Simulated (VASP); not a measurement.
## SrCl2: relaxation of cell and atoms with PBEsol

SrCl2:

```
CELL_PARAMETERS angstrom
0.00000 3.45532 3.45532
3.45532 0.00000 3.45532
3.45532 3.45532 0.00000
ATOMIC_POSITIONS crystal
Sr 0.00000 0.00000 0.00000
Cl 0.25000 0.25000 0.25000
Cl 0.75000 0.75000 0.75000
```

```
Program                : VASP 6.6.1
Task                   : relaxation of cell and atoms
Functional             : PBEsol
Potentials or basis    : VASP PAW PBE potentials, release 64 (Sr_sv, Cl)
Cutoff                 : 600 eV
k mesh                 : 6 × 6 × 6
Occupations            : gaussian, width 0.01 eV
Spin                   : no spin polarisation
Target pressure        : 7 GPa
Dipole correction      : no
Further INCAR settings : ALGO = Normal; EDIFF = 1e-06; IBRION = 2; EDIFFG = -0.002; NSW = 100; ISIF = 3
```

| Quantity | Value |
| --- | --- |
| Relaxed volume | 24.10 Å³/atom |
| Relaxed cell | a = 4.676 Å, b = 4.676 Å, c = 4.676 Å, α = 60.00°, β = 60.00°, γ = 60.00° |
| Space group after relaxing (to 0.05 Å) | Fm-3m (No. 225) |
| Energy change on relaxing (the enthalpy is what falls) | +67.4 meV/atom |
| Ionic steps | 3 |
| Pressure after relaxing | 7.0 GPa |
| Band gap on the k mesh | 5.19 eV, direct |

The path:
| step | energy change (eV) | largest force (eV/Å) | pressure (GPa) | volume (Å³) |
| --- | --- | --- | --- | --- |
| 1 | 0.0000 | 0.0000 | 0.13 | 82.51 |
| 2 | 0.3681 | 0.0000 | 10.25 | 69.21 |
| 3 | 0.2023 | 0.0000 | 7.01 | 72.31 |

Final structure:
```
Sr Cl
1.0
     0.00000    3.30668    3.30668
     3.30668    0.00000    3.30668
     3.30668    3.30668    0.00000
Sr Cl
1 2
Direct
  0.00000 0.00000 0.00000
  0.25000 0.25000 0.25000
  0.75000 0.75000 0.75000
```

Levels at points of the mesh, in eV from the valence-band top:
| k point | band 10 | band 11 | band 12 | band 13 | band 14 | band 15 |
| --- | --- | --- | --- | --- | --- | --- |
| (0.00, 0.00, 0.00) | -0.41 | -0.41 | -0.41 | 5.73 | 5.80 | 5.80 |
| (0.50, 0.00, 0.00) | -1.66 | -1.29 | -1.29 | 6.65 | 6.65 | 7.84 |
| (0.50, 0.50, 0.00) | -0.56 | -0.56 | 0.00 | 5.19 | 7.33 | 7.84 |

Wall time 74 s on 1 thread of Intel Xeon 6975P-C, on a shared host, peak memory 0.25 GiB.

Caveat: the cell is relaxed towards a set pressure, so the enthalpy falls and the energy may rise; the PAW data sets were made with another functional, which shifts forces and pressure a little. A k mesh can miss the band edges.
